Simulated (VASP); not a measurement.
# AlN in VASP: further runs

AlN is run at these levels: PBE; tasks: single point.

Program: VASP 6.6.1. These are calculated values, not measurements. Logs are shortened: lines on timing, memory, paths and dates and some standing lists are left out, and cuts for length are marked.

## Step 1: The cell of the first run

The typed cell holds 4 atoms: a = 3.807 Å, b = 3.807 Å, c = 4.594 Å, α = 90.00°, β = 90.00°, γ = 90.00°.

## Step 2: Single point, PBE

INCAR reads:

```
SYSTEM = AlN
PREC = Accurate
ENCUT = 600
EDIFF = 1E-6
ISMEAR = 0
SIGMA = 0.15
LREAL = .False.
LASPH = .True.
NELM = 120
ALGO = Normal
ISIF = 2
LWAVE = .False.
LCHARG = .False.
GGA = PE
NBANDS = 16
GGA_COMPAT = .False.
```

KPOINTS reads:

```
regular mesh
0
Gamma
  4 4 3
  0 0 0
```

POSCAR reads:

```
AlN
1.0
    3.8070040746      0.0000000000      0.0000000000
    0.0000000000      3.8070040746      0.0000000000
    0.0000000000      0.0000000000      4.5938502972
Al N
2 2
Direct
    0.0000000000      0.5000000000      0.0004117578
    0.5000000000      0.0000000000      0.9995882422
    0.0000000000      0.0000000000      0.0000000000
    0.5000000000      0.5000000000      0.0000000000
```

Potentials or basis: VASP PAW PBE potentials, release 64 (Al, N).

Launch:

```bash
cat potpaw_PBE.64/Al/POTCAR potpaw_PBE.64/N/POTCAR > POTCAR
mpirun -np 1 vasp_std > vasp.out
```

OUTCAR:

```text
SYSTEM = AlN
   PREC = Accurate
   ENCUT = 600
   EDIFF = 1E-6
   ISMEAR = 0
   LREAL = .False.
   LASPH = .True.
   NELM = 120
   ISIF = 2
   GGA = PE

 ion  position               nearest neighbor table
   1  0.000  0.500  0.000-   3 1.90   4 1.90   3 1.90   4 1.90   2 2.69   2 2.69   2 2.69   2 2.69

   2  0.500  0.000  1.000-   3 1.90   4 1.90   4 1.90   3 1.90   1 2.69   1 2.69   1 2.69   1 2.69

   3  0.000  0.000  0.000-   1 1.90   2 1.90   1 1.90   2 1.90
   4  0.500  0.500  0.000-   1 1.90   2 1.90   2 1.90   1 1.90

  LATTYP: Found a simple tetragonal cell.
 ALAT       =     3.8070040746
 C/A-ratio  =     1.2066838404

  Lattice vectors:

 A1 = (   3.8070040746,   0.0000000000,   0.0000000000)
 A2 = (   0.0000000000,   3.8070040746,   0.0000000000)
 A3 = (   0.0000000000,   0.0000000000,   4.5938502972)

Analysis of symmetry for initial positions (statically):
=====================================================================
 Subroutine PRICEL returns:
 Original cell was already a primitive cell.

 Routine SETGRP: Setting up the symmetry group for a
 simple tetragonal supercell.

 Subroutine GETGRP returns: Found 16 space group operations
 (whereof  8 operations were pure point group operations)
 out of a pool of 16 trial point group operations.

The static configuration has the point symmetry D_2d.
 The point group associated with its full space group is D_4h.

Analysis of symmetry for dynamics (positions and initial velocities):
=====================================================================
 Subroutine PRICEL returns:
 Original cell was already a primitive cell.

 Routine SETGRP: Setting up the symmetry group for a
 simple tetragonal supercell.

 Subroutine GETGRP returns: Found 16 space group operations
 (whereof  8 operations were pure point group operations)
 out of a pool of 16 trial point group operations.

The dynamic configuration has the point symmetry D_2d.
 The point group associated with its full space group is D_4h.

 Subroutine INISYM returns: Found 16 space group operations
 (whereof  8 operations are pure point group operations),
 and found     1 'primitive' translations

----------------------------------------------------------------------------------------

                                     Primitive cell

  volume of cell :      66.5800

  direct lattice vectors                    reciprocal lattice vectors
     3.807004075  0.000000000  0.000000000     0.262673740  0.000000000  0.000000000
     0.000000000  3.807004075  0.000000000     0.000000000  0.262673740  0.000000000
     0.000000000  0.000000000  4.593850297     0.000000000  0.000000000  0.217682322

  length of vectors
     3.807004075  3.807004075  4.593850297     0.262673740  0.262673740  0.217682322

  position of ions in fractional coordinates (direct lattice)
     0.000000000  0.500000000  0.000411758
     0.500000000  0.000000000  0.999588242
     0.000000000  0.000000000  0.000000000
     0.500000000  0.500000000  0.000000000

  ion indices of the primitive-cell ions
   primitive index   ion index
                 1           1
                 2           2
                 3           3
                 4           4

----------------------------------------------------------------------------------------

 KPOINTS: regular mesh

Automatic generation of k-mesh.
 Grid dimensions read from file:
 generate k-points for:    4    4    3

 Generating k-lattice:

  Cartesian coordinates                     Fractional coordinates (reciprocal lattice)
     0.065668435  0.000000000  0.000000000     0.250000000  0.000000000  0.000000000
     0.000000000  0.065668435  0.000000000     0.000000000  0.250000000  0.000000000
     0.000000000  0.000000000  0.072560774     0.000000000  0.000000000  0.333333333

  Length of vectors
     0.065668435  0.065668435  0.072560774

  Shift w.r.t. Gamma in fractional coordinates (k-lattice)
     0.000000000  0.000000000  0.000000000

 Subroutine IBZKPT returns following result:
 ===========================================

 Found     12 irreducible k-points:

 Following reciprocal coordinates:
            Coordinates               Weight
  0.000000  0.000000  0.000000      1.000000
  0.250000  0.000000  0.000000      4.000000
  0.500000  0.000000  0.000000      2.000000
  0.250000  0.250000  0.000000      4.000000
  0.500000  0.250000  0.000000      4.000000
  0.500000  0.500000  0.000000      1.000000
  0.000000  0.000000  0.333333      2.000000
  0.250000  0.000000  0.333333      8.000000
  0.500000  0.000000  0.333333      4.000000
  0.250000  0.250000  0.333333      8.000000
  0.500000  0.250000  0.333333      8.000000
  0.500000  0.500000  0.333333      2.000000
   k-points           NKPTS =     12   k-points in BZ     NKDIM =     12   number of bands    NBANDS=     16
   number of dos      NEDOS =    301   number of ions     NIONS =      4
   total plane-waves  NPLWV =  36000
   dimension x,y,z NGX =    30 NGY =   30 NGZ =   40
   dimension x,y,z NGXF=    60 NGYF=   60 NGZF=   80
   ions per type =               2   2
   NGX,Y,Z   is equivalent  to a cutoff of  13.10, 13.10, 14.48 a.u.
   NGXF,Y,Z  is equivalent  to a cutoff of  26.20, 26.20, 28.95 a.u.
 SYSTEM =  AlN
   PREC   = accura    normal or accurate (medium, high low for compatibility)
   ISTART =      0    job   : 0-new  1-cont  2-samecut
   ICHARG =      2    charge: 1-file 2-atom 10-const
   ISPIN  =      1    spin polarized calculation?
   LNONCOLLINEAR =      F non collinear calculations
   LSORBIT =      F    spin-orbit coupling
   LASPH  =      T    aspherical Exc in radial PAW
   ENCUT  =  600.0 eV  44.10 Ry    6.64 a.u.   7.60  7.60  9.18*2*pi/ulx,y,z
   NELM   =    120;   NELMIN=  2; NELMDL= -5     # of ELM steps
   EDIFF  = 0.1E-05   stopping-criterion for ELM
   LREAL  =      F    real-space projection
   EDIFFG = 0.1E-04   stopping-criterion for IOM
   NSW    =      0    number of steps for IOM
   IBRION =     -1    ionic relax: 0-MD 1-quasi-New 2-CG
   NFREE  =      0    steps in history (QN), initial steepest desc. (CG)
   ISIF   =      2    stress and relaxation
   ISYM   =      2    0-nonsym 1-usesym 2-fastsym
   POTIM  = 0.5000    time-step for ionic-motion
   TEBEG  =    0.0;   TEEND  =   0.0 temperature during run
   PSTRESS=    0.0 pullay stress
   NELECT =      16.0000    total number of electrons
   NUPDOWN=      -1.0000    fix difference up-down
   EMIN   =  10.00;   EMAX   =-10.00  energy-range for DOS
   EFERMI =   0.00;   METHOD = LEGACY
   ISMEAR =     0;   SIGMA  =   0.15  broadening in eV -4-tet -1-fermi 0-gaus
   EFERMI_NEDOS =   21; number of points for ismear=-14 and -15
   IALGO  =     38    algorithm
   IMIX   =      4    mixing-type and parameters
     AMIX     =   0.40;   BMIX     =  1.00
     AMIX_MAG =   1.60;   BMIX_MAG =  1.00
  volume/ion in A,a.u.               =      16.64       112.33
  Fermi-wavevector in a.u.,A,eV,Ry     =   1.017811  1.923383 14.094799  1.035938
  Thomas-Fermi vector in A             =   2.151233
   LORBIT       =      0    0 simple, 1 ext, 2 COOP (PROOUT), +10 PAW based schemes
   GGA     = PE    functional components
   LHFCALC =     F    Hartree Fock is set to
   AEXX    =    0.0000 exact exchange contribution
   IVDW    =     0    specifies the selected vdW correction
   LEPSILON=     F    determine dielectric tensor
   LRPA    =     F    only Hartree local field effects (RPA)
 non-spin polarized calculation
 Gauss-broadening in eV      SIGMA  =   0.15
  energy-cutoff  :      600.00
  volume of cell :       66.58
 maximum number of plane-waves:      2234
   NGX = 15   NGY = 15   NGZ = 19

 number of electron      16.0000003 magnetization

 Free energy of the ion-electron system (eV)
  ---------------------------------------------------
  ext. energy  EPLUGINS =         0.00000000
  ---------------------------------------------------
  free energy    TOTEN  =       -26.90314250 eV

  energy without entropy =      -26.90313808  energy(sigma->0) =      -26.90314029

 E-fermi :   3.5129     XC(G=0):  -8.1729

 val. band max:        3.1245751619   @ k =   0.0000   0.0000   0.0000
 cond. band min:       3.9007233308   @ k =   0.0000   0.0000   0.0000
 fundamental gap:      0.7761481689
 Fermi energy:         3.5128982751

 k-point     1 :       0.0000    0.0000    0.0000
  band No.  band energies     occupation
      1     -12.6537      2.00000
      2      -9.1976      2.00000
      3      -2.4898      2.00000
      4      -2.4898      2.00000
      5      -0.6374      2.00000
      6       2.1322      2.00000
[... 8 lines left out ...]
     15      12.2700      0.00000
     16      12.2700      0.00000

 k-point     2 :       0.2500    0.0000    0.0000
  band No.  band energies     occupation
      1     -12.2316      2.00000
      2      -9.8017      2.00000
      3      -2.2035      2.00000
      4      -2.0412      2.00000
      5      -0.1898      2.00000
      6       0.7978      2.00000
[... 8 lines left out ...]
     15      12.9012      0.00000
     16      13.3719      0.00000

 k-point     3 :       0.5000    0.0000    0.0000
  band No.  band energies     occupation
      1     -11.1090      2.00000
      2     -11.1090      2.00000
      3      -1.0521      2.00000
      4      -1.0521      2.00000
      5      -0.7555      2.00000
      6      -0.7555      2.00000
[... 8 lines left out ...]
     15      14.7817      0.00000
     16      14.7818      0.00000

 k-point     4 :       0.2500    0.2500    0.0000
  band No.  band energies     occupation
      1     -11.8499      2.00000
      2     -10.0532      2.00000
      3      -3.5082      2.00000
      4      -1.4779      2.00000
      5      -0.1986      2.00000
      6       0.2182      2.00000
[... 8 lines left out ...]
     15      13.3991      0.00000
     16      13.7584      0.00000

 k-point     5 :       0.5000    0.2500    0.0000
  band No.  band energies     occupation
      1     -10.9062      2.00000
      2     -10.9062      2.00000
      3      -3.2567      2.00000
      4      -3.2567      2.00000
      5       1.2591      2.00000
      6       1.2591      2.00000
[... 8 lines left out ...]
     15      14.2092      0.00000
     16      14.2092      0.00000

 k-point     6 :       0.5000    0.5000    0.0000
  band No.  band energies     occupation
      1     -10.6747      2.00000
      2     -10.6747      2.00000
      3      -4.2818      2.00000
      4      -4.2818      2.00000
      5       1.5276      2.00000
      6       1.5276      2.00000
[... 8 lines left out ...]
     15      14.3381      0.00000
     16      14.3381      0.00000

 k-point     7 :       0.0000    0.0000    0.3333
  band No.  band energies     occupation
      1     -12.6292      2.00000
      2      -9.1907      2.00000
      3      -2.4695      2.00000
      4      -2.4695      2.00000
      5      -1.2585      2.00000
      6       2.1376      2.00000
[... 8 lines left out ...]
     15      11.7373      0.00000
     16      13.9410      0.00000

 k-point     8 :       0.2500    0.0000    0.3333
  band No.  band energies     occupation
      1     -12.2088      2.00000
      2      -9.7914      2.00000
      3      -2.1706      2.00000
      4      -2.0220      2.00000
      5      -0.7697      2.00000
      6       0.8821      2.00000
[... 8 lines left out ...]
     15      13.5801      0.00000
     16      13.8825      0.00000

 k-point     9 :       0.5000    0.0000    0.3333
  band No.  band energies     occupation
      1     -11.0914      2.00000
      2     -11.0914      2.00000
      3      -0.9999      2.00000
      4      -0.9999      2.00000
      5      -0.7397      2.00000
      6      -0.7397      2.00000
[... 8 lines left out ...]
     15      13.5326      0.00000
     16      13.5326      0.00000

 k-point    10 :       0.2500    0.2500    0.3333
  band No.  band energies     occupation
      1     -11.8290      2.00000
      2     -10.0425      2.00000
      3      -3.4673      2.00000
      4      -1.4313      2.00000
      5      -0.3016      2.00000
      6      -0.1835      2.00000
[... 8 lines left out ...]
     15      13.8033      0.00000
     16      15.0270      0.00000

 k-point    11 :       0.5000    0.2500    0.3333
  band No.  band energies     occupation
      1     -10.8907      2.00000
      2     -10.8907      2.00000
      3      -3.2102      2.00000
      4      -3.2102      2.00000
      5       0.8942      2.00000
      6       0.8942      2.00000
[... 8 lines left out ...]
     15      14.2085      0.00000
     16      14.2085      0.00000

 k-point    12 :       0.5000    0.5000    0.3333
  band No.  band energies     occupation
      1     -10.6619      2.00000
      2     -10.6619      2.00000
      3      -4.2309      2.00000
      4      -4.2309      2.00000
      5       1.2709      2.00000
      6       1.2709      2.00000
[... 8 lines left out ...]
     15      13.3455      0.00000
     16      13.3455      0.00000

------------------------ aborting loop because EDIFF is reached ----------------------------------------

  FORCE on cell =-STRESS in cart. coord.  units (eV):
  Direction    XX          YY          ZZ          XY          YZ          ZX
  --------------------------------------------------------------------------------------
  -------------------------------------------------------------------------------------
  Total       -0.0877458     -0.0877458      0.0724784      0.0000000     -0.0000000      0.0000000
  in kB       -2.1115104     -2.1115104      1.7441166      0.0000000     -0.0000000      0.0000000
  external PRESSURE =      -0.8263014 kB  Pullay stress =       0.0000000 kB

 VOLUME and BASIS-vectors are now :
 -----------------------------------------------------------------------------
  energy-cutoff  :      600.00
  volume of cell :       66.58
      direct lattice vectors                 reciprocal lattice vectors
     3.807004075  0.000000000  0.000000000     0.262673740  0.000000000  0.000000000
     0.000000000  3.807004075  0.000000000     0.000000000  0.262673740  0.000000000
     0.000000000  0.000000000  4.593850297     0.000000000  0.000000000  0.217682322

 POSITION                                       TOTAL-FORCE (eV/Angst)
 -----------------------------------------------------------------------------------
      0.00000      1.90350      0.00189        -0.000000      0.000000     -0.005314
      1.90350      0.00000      4.59196         0.000000      0.000000      0.005314
      0.00000      0.00000      0.00000        -0.000000      0.000000      0.000000
      1.90350      1.90350      0.00000        -0.000000     -0.000000      0.000000
 -----------------------------------------------------------------------------------
    total drift:                                0.000000      0.000000      0.000000

  FREE ENERGIE OF THE ION-ELECTRON SYSTEM (eV)
  ---------------------------------------------------
  free  energy   TOTEN  =       -26.9031424973 eV

  energy  without entropy=      -26.9031380775  energy(sigma->0) =      -26.90314029
```

It took 18 s on 1 thread of Intel Xeon Platinum 8488C (Sapphire Rapids), shared host; peak memory 0.17 GiB.

Results:

```yaml
Free_energy: -26.9031 eV
Pressure: -0.1 GPa
Largest_force: 0.005 eV/Å
Band_gap_on_the_k_mesh: 0.78 eV
```

Forces in eV/Å, atoms in the order of the input:
```
Al   0.000  0.000 -0.005
Al   0.000  0.000  0.005
N    0.000  0.000  0.000
N    0.000  0.000  0.000
```

Stress tensor (GPa, compression positive):
```
-0.21  0.00  0.00
 0.00 -0.21  0.00
 0.00  0.00  0.17
```

Caveat: the k points lie up to 0.46 Å⁻¹ apart.

## Step 3: Single point, PBE

This run uses another cell than the first one, of 11.47 Å³/atom, 0.689 times its volume.

INCAR reads:

```
ALGO = Normal ; EDIFF = 1E-6
ENCUT = 600 ; GGA = PE
GGA_COMPAT = F ; ISIF = 2
ISMEAR = 0 ; LASPH = T
LCHARG = F ; LREAL = F
LWAVE = F ; NBANDS = 16
NELM = 120 ; PREC = Accurate
SIGMA = 0.15
```

KPOINTS reads:

```
k-points
0
Gamma
  4 4 4
```

POSCAR reads:

```
AlN
1.0
    3.4987595286      0.0000000000      0.0000000000
    0.0000000000      3.4987595286      0.0000000000
    0.0000000000      0.0000000000      3.7487671024
Al N
2 2
Direct
    0.0000000000      0.5000000000      0.5000000000
    0.5000000000      0.0000000000      0.5000000000
    0.5000000000      0.5000000000      0.1940206939
    0.5000000000      0.5000000000      0.8059793061
```

Potentials or basis: VASP PAW PBE potentials, release 64 (Al, N).

Launch:

```bash
cat potpaw_PBE.64/Al/POTCAR potpaw_PBE.64/N/POTCAR > POTCAR
mpirun -np 1 vasp_std > vasp.out
```

Run time: 11 s. Hardware: 1 thread of Intel Xeon Platinum 8488C (Sapphire Rapids), shared host; peak memory 0.16 GiB.

The run converged. Its results:

- Free energy: -23.8212 eV
- Pressure: -0.7 GPa
- Largest force: 0.047 eV/Å
- Band gap on the k mesh: zero (band 8 reaches 8.96 eV, above the bottom of band 9 at 8.31 eV)

Forces in eV/Å, atoms in the order of the input:
```
Al   0.000  0.000  0.000
Al   0.000  0.000  0.000
N    0.000  0.000  0.047
N    0.000  0.000 -0.047
```

Stress tensor (GPa, compression positive):
```
-0.81  0.00  0.00
 0.00 -0.81  0.00
 0.00  0.00 -0.34
```

Levels at points of the mesh, in eV from the Fermi level:
| k point | band 6 | band 7 | band 8 | band 9 | band 10 | band 11 |
| --- | --- | --- | --- | --- | --- | --- |
| (0.00, 0.00, 0.00) | -4.47 | -1.68 | -1.68 | 1.98 | 3.95 | 3.95 |
| (0.50, 0.00, 0.00) | -3.25 | -1.88 | -1.48 | -0.06 | 2.21 | 5.76 |
| (0.50, 0.50, 0.00) | -4.76 | -2.80 | -2.80 | 2.26 | 2.26 | 5.72 |
| (0.00, 0.00, 0.50) | -4.54 | -4.54 | -4.09 | -0.02 | 3.21 | 4.32 |
| (0.50, 0.00, 0.50) | -5.31 | -4.04 | 0.59 | 0.80 | 2.91 | 3.03 |
| (0.50, 0.50, 0.50) | -6.79 | -5.14 | -3.96 | 1.33 | 3.29 | 5.13 |

Caveat: the k points lie up to 0.45 Å⁻¹ apart.

## Step 4: Single point, PBE

This run uses another cell than the first one: it holds 2 atoms, not 4.

INCAR reads:

```
PREC = Accurate
ENCUT = 600
EDIFF = 1E-6
ISMEAR = 0
SIGMA = 0.15
LREAL = F
LASPH = T
NELM = 120
ALGO = Normal
ISIF = 2
LWAVE = F
LCHARG = F
GGA = PE
NBANDS = 11
GGA_COMPAT = F
```

KPOINTS reads:

```
Automatic mesh
0
Gamma
  5 5 4
```

POSCAR reads:

```
AlN
1.0
    1.9041120172     -1.9035158837      0.0000000000
    1.9041120172      1.9035158837      0.0000000000
    0.0000000000      0.0000000000      4.3516028111
Al N
1 1
Direct
    0.5000000000      0.5000000000      0.5000000000
    0.0000000000      0.0000000000      0.5000000000
```

Launch:

```bash
cat potpaw_PBE.64/Al/POTCAR potpaw_PBE.64/N/POTCAR > POTCAR
mpirun -np 1 vasp_std > vasp.out
```

Wall time 4.7 s (1 thread of Intel Xeon 6975P-C (Granite Rapids), shared host); peak memory 0.14 GiB.

It converged, with:

| Property | Result |
| --- | --- |
| Free energy | -13.4380 eV |
| Pressure | -0.2 GPa |
| Band gap on the k mesh | 1.06 eV, indirect (least direct gap 1.69 eV) |

Stress tensor (GPa, compression positive):
```
-0.51  0.00  0.00
 0.00 -0.45  0.00
 0.00  0.00  0.41
```

Levels at points of the mesh, in eV from the valence-band top:
```
           k point  band 2  band 3  band 4  band 5  band 6  band 7
(0.00, 0.00, 0.00)   -3.25   -0.63   -0.63    1.06    8.90    8.99
(0.00, 0.00, 0.50)   -4.32   -0.62   -0.62    4.59    5.12    9.02
```

Caveat: the k points lie up to 0.47 Å⁻¹ apart. A k mesh can miss the band edges.

## Step 5: Overview

| cell | k mesh | gap on the mesh (eV) | pressure (GPa) | largest force (eV/Å) |
| --- | --- | --- | --- | --- |
| a = 3.807, b = 3.807, c = 4.594 Å, 4 atoms | 4 × 4 × 3 | 0.78 | -0.1 | 0.01 |
| a = 3.499, b = 3.499, c = 3.749 Å, 4 atoms | 4 × 4 × 4 | none | -0.7 | 0.05 |
| a = 2.692, b = 2.692, c = 4.352 Å, 2 atoms | 5 × 5 × 4 | 1.06 | -0.2 | - |

Alike in all rows: task single point; level PBE; potentials or basis VASP PAW PBE potentials, release 64 (Al, N); no spin polarisation; cutoff (eV) 600; smearing gaussian 0.15 eV.

Caveats: all runs use coarse meshes.

Total energies depend on the potentials used, so only differences within one code and one set of settings carry meaning.
